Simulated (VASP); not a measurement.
# GePt (Pm-3m) in VASP: a series of runs

Runs on GePt. Level: PBE. Tasks: single point, relaxation of cell and atoms.

Program: VASP 6.6.1. These are calculated values, not measurements. Logs are shortened: lines on timing, memory, paths and dates and some standing lists are left out, and cuts for length are marked.

### Step 1. The cell of the first run

Symmetry: Pm-3m, No. 221, cubic system. The conventional cell has a = 3.199 Å, b = 3.199 Å, c = 3.199 Å, α = 90.00°, β = 90.00°, γ = 90.00°. Ge (site symmetry m-3m) has 8 Pt at 2.77 Å and 6 Ge at 3.20 Å within 3.7 Å. Within 3.7 Å of Pt (site symmetry m-3m) lie 8 Ge at 2.77 Å and 6 Pt at 3.20 Å.

### Step 2. Single point, PBE

The input, INCAR:

```
PREC = Accurate
ENCUT = 520
EDIFF = 1E-6
ISMEAR = 0
SIGMA = 0.1
LREAL = F
LASPH = T
NELM = 60
ALGO = Normal
ISIF = 2
LWAVE = F
LCHARG = F
GGA = PE
NBANDS = 19
```

The input, KPOINTS:

```
Automatic mesh
0
Gamma
  6 6 6
```

The input, POSCAR:

```
GePt
1.0
    3.1994579022      0.0000000000      0.0000000000
    0.0000000000      3.1994579022      0.0000000000
    0.0000000000      0.0000000000      3.1994579022
Ge Pt
1 1
Direct
    0.0000000000      0.0000000000      0.0000000000
    0.5000000000      0.5000000000      0.5000000000
```

Potentials or basis: VASP PAW PBE potentials, release 64 (Ge_d, Pt).

Launch:

```bash
$ cat potpaw_PBE.64/Ge_d/POTCAR potpaw_PBE.64/Pt/POTCAR > POTCAR
$ mpirun -np 1 vasp_std > vasp.out
```

OUTCAR:

```text
PREC = Accurate
   ENCUT = 520
   EDIFF = 1E-6
   ISMEAR = 0
   LREAL = F
   LASPH = T
   NELM = 60
   ISIF = 2
   GGA = PE

 ion  position               nearest neighbor table
   1  0.000  0.000  0.000-   2 2.77   2 2.77   2 2.77   2 2.77   2 2.77   2 2.77   2 2.77   2 2.77

   2  0.500  0.500  0.500-   1 2.77   1 2.77   1 2.77   1 2.77   1 2.77   1 2.77   1 2.77   1 2.77

  LATTYP: Found a simple cubic cell.
 ALAT       =     3.1994579022

  Lattice vectors:

 A1 = (   3.1994579022,   0.0000000000,   0.0000000000)
 A2 = (   0.0000000000,   3.1994579022,   0.0000000000)
 A3 = (   0.0000000000,   0.0000000000,   3.1994579022)

Analysis of symmetry for initial positions (statically):
=====================================================================
 Subroutine PRICEL returns:
 Original cell was already a primitive cell.

 Routine SETGRP: Setting up the symmetry group for a
 simple cubic supercell.

 Subroutine GETGRP returns: Found 48 space group operations
 (whereof 48 operations were pure point group operations)
 out of a pool of 48 trial point group operations.

The static configuration has the point symmetry O_h .

Analysis of symmetry for dynamics (positions and initial velocities):
=====================================================================
 Subroutine PRICEL returns:
 Original cell was already a primitive cell.

 Routine SETGRP: Setting up the symmetry group for a
 simple cubic supercell.

 Subroutine GETGRP returns: Found 48 space group operations
 (whereof 48 operations were pure point group operations)
 out of a pool of 48 trial point group operations.

The dynamic configuration has the point symmetry O_h .

 Subroutine INISYM returns: Found 48 space group operations
 (whereof 48 operations are pure point group operations),
 and found     1 'primitive' translations

----------------------------------------------------------------------------------------

                                     Primitive cell

  volume of cell :      32.7513

  direct lattice vectors                    reciprocal lattice vectors
     3.199457902  0.000000000  0.000000000     0.312552948  0.000000000  0.000000000
     0.000000000  3.199457902  0.000000000     0.000000000  0.312552948  0.000000000
     0.000000000  0.000000000  3.199457902     0.000000000  0.000000000  0.312552948

  length of vectors
     3.199457902  3.199457902  3.199457902     0.312552948  0.312552948  0.312552948

  position of ions in fractional coordinates (direct lattice)
     0.000000000  0.000000000  0.000000000
     0.500000000  0.500000000  0.500000000

  ion indices of the primitive-cell ions
   primitive index   ion index
                 1           1
                 2           2

----------------------------------------------------------------------------------------

 KPOINTS: Automatic mesh

Automatic generation of k-mesh.
 Grid dimensions read from file:
 generate k-points for:    6    6    6

 Generating k-lattice:

  Cartesian coordinates                     Fractional coordinates (reciprocal lattice)
     0.052092158  0.000000000  0.000000000     0.166666667  0.000000000  0.000000000
     0.000000000  0.052092158  0.000000000     0.000000000  0.166666667  0.000000000
     0.000000000  0.000000000  0.052092158     0.000000000  0.000000000  0.166666667

  Length of vectors
     0.052092158  0.052092158  0.052092158

  Shift w.r.t. Gamma in fractional coordinates (k-lattice)
     0.000000000  0.000000000  0.000000000

 Subroutine IBZKPT returns following result:
 ===========================================

 Found     20 irreducible k-points:

 Following reciprocal coordinates:
            Coordinates               Weight
  0.000000  0.000000  0.000000      1.000000
  0.166667  0.000000  0.000000      6.000000
  0.333333  0.000000  0.000000      6.000000
  0.500000  0.000000  0.000000      3.000000
  0.166667  0.166667  0.000000     12.000000
  0.333333  0.166667  0.000000     24.000000
[... 12 lines left out ...]
  0.500000  0.500000  0.333333      6.000000
  0.500000  0.500000  0.500000      1.000000
   k-points           NKPTS =     20   k-points in BZ     NKDIM =     20   number of bands    NBANDS=     19
   number of dos      NEDOS =    301   number of ions     NIONS =      2
   total plane-waves  NPLWV =  13824
   dimension x,y,z NGX =    24 NGY =   24 NGZ =   24
   dimension x,y,z NGXF=    48 NGYF=   48 NGZF=   48
   ions per type =               1   1
   NGX,Y,Z   is equivalent  to a cutoff of  12.47, 12.47, 12.47 a.u.
   NGXF,Y,Z  is equivalent  to a cutoff of  24.94, 24.94, 24.94 a.u.
 SYSTEM =  unknown system
   PREC   = accura    normal or accurate (medium, high low for compatibility)
   ISTART =      0    job   : 0-new  1-cont  2-samecut
   ICHARG =      2    charge: 1-file 2-atom 10-const
   ISPIN  =      1    spin polarized calculation?
   LNONCOLLINEAR =      F non collinear calculations
   LSORBIT =      F    spin-orbit coupling
   LASPH  =      T    aspherical Exc in radial PAW
   ENCUT  =  520.0 eV  38.22 Ry    6.18 a.u.   5.95  5.95  5.95*2*pi/ulx,y,z
   NELM   =     60;   NELMIN=  2; NELMDL= -5     # of ELM steps
   EDIFF  = 0.1E-05   stopping-criterion for ELM
   LREAL  =      F    real-space projection
   EDIFFG = 0.1E-04   stopping-criterion for IOM
   NSW    =      0    number of steps for IOM
   IBRION =     -1    ionic relax: 0-MD 1-quasi-New 2-CG
   NFREE  =      0    steps in history (QN), initial steepest desc. (CG)
   ISIF   =      2    stress and relaxation
   ISYM   =      2    0-nonsym 1-usesym 2-fastsym
   POTIM  = 0.5000    time-step for ionic-motion
   TEBEG  =    0.0;   TEEND  =   0.0 temperature during run
   PSTRESS=    0.0 pullay stress
   NELECT =      24.0000    total number of electrons
   NUPDOWN=      -1.0000    fix difference up-down
   EMIN   =  10.00;   EMAX   =-10.00  energy-range for DOS
   EFERMI =   0.00;   METHOD = LEGACY
   ISMEAR =     0;   SIGMA  =   0.10  broadening in eV -4-tet -1-fermi 0-gaus
   EFERMI_NEDOS =   21; number of points for ismear=-14 and -15
   IALGO  =     38    algorithm
   IMIX   =      4    mixing-type and parameters
     AMIX     =   0.40;   BMIX     =  1.00
     AMIX_MAG =   1.60;   BMIX_MAG =  1.00
  volume/ion in A,a.u.               =      16.38       110.51
  Fermi-wavevector in a.u.,A,eV,Ry     =   1.475940  2.789123 29.638936  2.178400
  Thomas-Fermi vector in A             =   2.590528
   LORBIT       =      0    0 simple, 1 ext, 2 COOP (PROOUT), +10 PAW based schemes
   GGA     = PE    functional components
   LHFCALC =     F    Hartree Fock is set to
   AEXX    =    0.0000 exact exchange contribution
   IVDW    =     0    specifies the selected vdW correction
   LEPSILON=     F    determine dielectric tensor
   LRPA    =     F    only Hartree local field effects (RPA)
 non-spin polarized calculation
 Gauss-broadening in eV      SIGMA  =   0.10
  energy-cutoff  :      520.00
  volume of cell :       32.75
 maximum number of plane-waves:       912
 NGX is ok and might be reduce to    24
   NGX = 11   NGY = 11   NGZ = 11

 number of electron      23.9999984 magnetization

 Free energy of the ion-electron system (eV)
  ---------------------------------------------------
  ext. energy  EPLUGINS =         0.00000000
  ---------------------------------------------------
  free energy    TOTEN  =       -10.80194688 eV

  energy without entropy =      -10.79551640  energy(sigma->0) =      -10.79873164

 E-fermi :   9.3351     XC(G=0): -12.4999

 val. band max:        9.2373627157   @ k =   0.5000   0.5000   0.0000
 cond. band min:       9.3756758992   @ k =   0.5000   0.3333   0.1667
 fundamental gap:      0.1383131835
 Fermi energy:         9.3351251897

 k-point     1 :       0.0000    0.0000    0.0000
  band No.  band energies     occupation
      1     -15.6044      2.00000
      2     -15.6044      2.00000
      3     -15.5569      2.00000
      4     -15.5569      2.00000
      5     -15.5569      2.00000
      6      -3.3413      2.00000
[... 11 lines left out ...]
     18      26.3696      0.00000
     19      26.3696      0.00000

 k-point     2 :       0.1667    0.0000    0.0000
  band No.  band energies     occupation
      1     -15.6033      2.00000
      2     -15.5916      2.00000
      3     -15.5602      2.00000
      4     -15.5602      2.00000
      5     -15.5562      2.00000
      6      -2.9029      2.00000
[... 11 lines left out ...]
     18      24.4614      0.00000
     19      24.4614      0.00000

 k-point     3 :       0.3333    0.0000    0.0000
  band No.  band energies     occupation
      1     -15.6011      2.00000
      2     -15.5667      2.00000
      3     -15.5667      2.00000
      4     -15.5662      2.00000
      5     -15.5547      2.00000
      6      -1.6556      2.00000
[... 11 lines left out ...]
     18      20.8813      0.00000
     19      20.8961      0.00000

 k-point     4 :       0.5000    0.0000    0.0000
  band No.  band energies     occupation
      1     -15.6001      2.00000
      2     -15.5700      2.00000
      3     -15.5700      2.00000
      4     -15.5540      2.00000
      5     -15.5535      2.00000
      6      -0.3088      2.00000
[... 11 lines left out ...]
     18      18.6453      0.00000
     19      18.8151      0.00000

 k-point     5 :       0.1667    0.1667    0.0000
  band No.  band energies     occupation
      1     -15.5967      2.00000
      2     -15.5847      2.00000
      3     -15.5643      2.00000
      4     -15.5609      2.00000
      5     -15.5587      2.00000
      6      -2.4842      2.00000
[... 11 lines left out ...]
     18      21.2530      0.00000
     19      23.7162      0.00000

 k-point     6 :       0.3333    0.1667    0.0000
  band No.  band energies     occupation
      1     -15.5929      2.00000
      2     -15.5724      2.00000
      3     -15.5672      2.00000
      4     -15.5613      2.00000
      5     -15.5590      2.00000
      6      -1.3183      2.00000
[... 11 lines left out ...]
     18      21.0770      0.00000
     19      22.9876      0.00000

 k-point     7 :       0.5000    0.1667    0.0000
  band No.  band energies     occupation
      1     -15.5917      2.00000
      2     -15.5765      2.00000
      3     -15.5707      2.00000
      4     -15.5587      2.00000
      5     -15.5488      2.00000
      6      -0.1821      2.00000
[... 11 lines left out ...]
     18      20.6386      0.00000
     19      21.8587      0.00000

 k-point     8 :       0.3333    0.3333    0.0000
  band No.  band energies     occupation
      1     -15.5839      2.00000
      2     -15.5827      2.00000
      3     -15.5690      2.00000
      4     -15.5668      2.00000
      5     -15.5449      2.00000
      6      -0.4825      2.00000
[... 168 lines left out ...]
 k-point    16 :       0.5000    0.5000    0.1667
  band No.  band energies     occupation
      1     -15.5936      2.00000
      2     -15.5766      2.00000
      3     -15.5766      2.00000
      4     -15.5635      2.00000
      5     -15.5246      2.00000
      6       0.6131      2.00000
[... 11 lines left out ...]
     18      21.3168      0.00000
     19      24.4046      0.00000

 k-point    17 :       0.3333    0.3333    0.3333
  band No.  band energies     occupation
      1     -15.5833      2.00000
      2     -15.5795      2.00000
      3     -15.5795      2.00000
      4     -15.5439      2.00000
      5     -15.5439      2.00000
      6       0.5813      2.00000
[... 11 lines left out ...]
     18      21.2324      0.00000
     19      26.7981      0.00000

 k-point    18 :       0.5000    0.3333    0.3333
  band No.  band energies     occupation
      1     -15.5870      2.00000
      2     -15.5830      2.00000
      3     -15.5797      2.00000
      4     -15.5436      2.00000
      5     -15.5309      2.00000
      6       1.1542      2.00000
[... 11 lines left out ...]
     18      19.4503      0.00000
     19      27.4983      0.00000

 k-point    19 :       0.5000    0.5000    0.3333
  band No.  band energies     occupation
      1     -15.5892      2.00000
      2     -15.5835      2.00000
      3     -15.5835      2.00000
      4     -15.5371      2.00000
      5     -15.5241      2.00000
      6       1.7032      2.00000
[... 11 lines left out ...]
     18      16.5691      0.00000
     19      29.3912      0.00000

 k-point    20 :       0.5000    0.5000    0.5000
  band No.  band energies     occupation
      1     -15.5870      2.00000
      2     -15.5870      2.00000
      3     -15.5870      2.00000
      4     -15.5239      2.00000
      5     -15.5239      2.00000
      6       3.1681      2.00000
[... 11 lines left out ...]
     18      13.3966      0.00000
     19      34.7062      0.00000

------------------------ aborting loop because EDIFF is reached ----------------------------------------

  FORCE on cell =-STRESS in cart. coord.  units (eV):
  Direction    XX          YY          ZZ          XY          YZ          ZX
  --------------------------------------------------------------------------------------
  -------------------------------------------------------------------------------------
  Total       -0.1536945     -0.1536945     -0.1536945      0.0000000      0.0000000     -0.0000000
  in kB       -7.5186473     -7.5186473     -7.5186473      0.0000000      0.0000000     -0.0000000
  external PRESSURE =      -7.5186473 kB  Pullay stress =       0.0000000 kB

 VOLUME and BASIS-vectors are now :
 -----------------------------------------------------------------------------
  energy-cutoff  :      520.00
  volume of cell :       32.75
      direct lattice vectors                 reciprocal lattice vectors
     3.199457902  0.000000000  0.000000000     0.312552948  0.000000000  0.000000000
     0.000000000  3.199457902  0.000000000     0.000000000  0.312552948  0.000000000
     0.000000000  0.000000000  3.199457902     0.000000000  0.000000000  0.312552948

 POSITION                                       TOTAL-FORCE (eV/Angst)
 -----------------------------------------------------------------------------------
      0.00000      0.00000      0.00000         0.000000      0.000000      0.000000
      1.59973      1.59973      1.59973         0.000000      0.000000      0.000000
 -----------------------------------------------------------------------------------
    total drift:                                0.000000      0.000000     -0.000000

  FREE ENERGIE OF THE ION-ELECTRON SYSTEM (eV)
  ---------------------------------------------------
  free  energy   TOTEN  =       -10.8019468777 eV

  energy  without entropy=      -10.7955164044  energy(sigma->0) =      -10.79873164
```

Run time: 5.1 s. Hardware: 1 thread of Intel Xeon 6975P-C (Granite Rapids), shared host; peak memory 0.14 GiB.

Results:

- Free energy: -10.8019 eV
- Pressure: -0.8 GPa
- Band gap on the k mesh: zero (bands 12 and 13 overlap by 3.66 eV)

Caveat: spin-orbit coupling is left out, which moves the levels of the heavy elements.

### Step 3. Single point, PBE

This run uses another cell than the first one, of 16.24 Å³/atom.

The input, INCAR:

```
PREC     = Accurate       # precision mode
ENCUT    = 520            # plane-wave cutoff, eV
EDIFF    = 1E-6           # SCF threshold, eV
ISMEAR   = 0              # smearing method
SIGMA    = 0.1            # smearing width, eV
LREAL    = F              # projectors in reciprocal space
LASPH    = T              # aspherical terms in the spheres
NELM     = 60             # most SCF steps
ALGO     = Normal         # electronic algorithm
ISIF     = 2              # what is computed and relaxed
LWAVE    = F              # write WAVECAR
LCHARG   = F              # write CHGCAR
GGA      = PE             # functional
NBANDS   = 19             # bands
```

The input, KPOINTS:

```
regular mesh
0
Gamma
  18 18 18
```

The input, POSCAR:

```
GePt
1.0
    3.1906813821      0.0000000000      0.0000000000
    0.0000000000      3.1906813821      0.0000000000
    0.0000000000      0.0000000000      3.1906813821
Ge Pt
1 1
Direct
    0.0000000000      0.0000000000      0.0000000000
    0.5000000000      0.5000000000      0.5000000000
```

Potentials or basis: VASP PAW PBE potentials, release 64 (Ge_d, Pt).

Launch:

```bash
$ cat potpaw_PBE.64/Ge_d/POTCAR potpaw_PBE.64/Pt/POTCAR > POTCAR
$ mpirun -np 1 vasp_std > vasp.out
```

Wall time 37 s (1 thread of Intel Xeon 6975P-C (Granite Rapids), shared host); peak memory 0.24 GiB.

Results (log left out):

- Free energy: -10.8580 eV
- Pressure: 0.0 GPa
- Band gap on the k mesh: zero (bands 12 and 13 overlap by 3.63 eV)

Levels at points of the mesh, in eV from the Fermi level:
| k point | band 10 | band 11 | band 12 | band 13 | band 14 | band 15 |
| --- | --- | --- | --- | --- | --- | --- |
| (0.00, 0.00, 0.00) | -2.22 | -2.22 | 1.86 | 1.86 | 1.86 | 4.40 |
| (0.50, 0.00, 0.00) | -3.78 | -2.12 | -0.94 | 6.65 | 6.65 | 7.54 |
| (0.50, 0.50, 0.00) | -3.06 | -3.06 | -1.21 | -0.04 | 1.07 | 5.00 |
| (0.50, 0.50, 0.50) | -1.15 | -1.15 | 2.53 | 2.53 | 2.53 | 4.08 |

Caveat: spin-orbit coupling is left out, which moves the levels of the heavy elements.

### Step 4. Relaxation of cell and atoms, PBE

The input, INCAR:

```
SYSTEM = GePt
ALGO = Normal
EDIFF = 1E-7
EDIFFG = -0.01
ENCUT = 600
GGA = PE
IBRION = 2
ISIF = 3
ISMEAR = 0
LASPH = .TRUE.
LCHARG = .FALSE.
LREAL = .FALSE.
LWAVE = .FALSE.
NELM = 60
NSW = 100
PREC = Accurate
SIGMA = 0.1
```

The input, KPOINTS:

```
k-points
0
G
  18 18 18
  0 0 0
```

The input, POSCAR:

```
GePt
1.0
    3.1994579022      0.0000000000      0.0000000000
    0.0000000000      3.1994579022      0.0000000000
    0.0000000000      0.0000000000      3.1994579022
Ge Pt
1 1
Direct
    0.0000000000      0.0000000000      0.0000000000
    0.5000000000      0.5000000000      0.5000000000
```

Launch:

```bash
$ cat potpaw_PBE.64/Ge_d/POTCAR potpaw_PBE.64/Pt/POTCAR > POTCAR
$ mpirun -np 1 vasp_std > vasp.out
```

Run time: 2.6 min. Hardware: 1 thread of Intel Xeon 6975P-C (Granite Rapids), shared host; peak memory 0.29 GiB.

It converged, with:

| Property | Result |
| --- | --- |
| Free energy | -10.8580 eV |
| Relaxed volume | 16.25 Å³/atom |
| Relaxed cell | a = 3.191 Å, b = 3.191 Å, c = 3.191 Å, α = 90.00°, β = 90.00°, γ = 90.00° |
| Space group after relaxing (to 0.1 Å) | Pm-3m (No. 221) |
| Energy gained by relaxing | 0.5 meV/atom |
| Ionic steps | 3 |
| Pressure after relaxing | 0.0 GPa |
| Band gap on the k mesh | zero (bands 12 and 13 overlap by 3.64 eV) |

Step by step:
```tsv
step	energy change (eV)	largest force (eV/Å)	pressure (GPa)	volume (Å³)
1	0.0000	0.0000	-1.13	32.75
2	0.0002	0.0000	1.30	32.21
3	-0.0009	0.0000	0.00	32.49
```

Final structure:
```cif
data_structure
_symmetry_space_group_name_H-M 'P 1'
_symmetry_Int_Tables_number 1
_cell_length_a 3.1911
_cell_length_b 3.1911
_cell_length_c 3.1911
_cell_angle_alpha 90.000
_cell_angle_beta 90.000
_cell_angle_gamma 90.000
_cell_volume 32.49
loop_
_atom_site_label
_atom_site_type_symbol
_atom_site_fract_x
_atom_site_fract_y
_atom_site_fract_z
_atom_site_occupancy
Ge1 Ge 0.00000 0.00000 0.00000 1
Pt1 Pt 0.50000 0.50000 0.50000 1
```

Levels at points of the mesh, in eV from the Fermi level:
```
           k point  band 10  band 11  band 12  band 13  band 14  band 15
(0.00, 0.00, 0.00)    -2.21    -2.21     1.86     1.86     1.86     4.40
(0.50, 0.00, 0.00)    -3.78    -2.12    -0.94     6.65     6.65     7.54
(0.50, 0.50, 0.00)    -3.06    -3.06    -1.21    -0.04     1.07     5.00
(0.50, 0.50, 0.50)    -1.15    -1.15     2.53     2.53     2.53     4.08
```

Caveat: spin-orbit coupling is left out, which moves the levels of the heavy elements.

### Step 5. The runs side by side

```csv
task,cell,k mesh,cutoff (eV),gap on the mesh (eV),pressure (GPa)
single point,"a = 3.199 Å, 2 atoms",6 × 6 × 6,520,none,-0.8
single point,"a = 3.191 Å, 2 atoms",18 × 18 × 18,520,none,0.0
relaxation of cell and atoms,"relaxed from a = 3.199 Å, 2 atoms",18 × 18 × 18,600,none,0.0
```

Alike in all rows: level PBE; potentials or basis VASP PAW PBE potentials, release 64 (Ge_d, Pt); no spin polarisation; smearing gaussian 0.1 eV.

Caveats: spin-orbit coupling is left out, which moves the levels of the heavy elements.

Total energies depend on the potentials used, so only differences within one code and one set of settings carry meaning.

The gap in the log of VASP goes by the Fermi energy; the results here count the filled bands.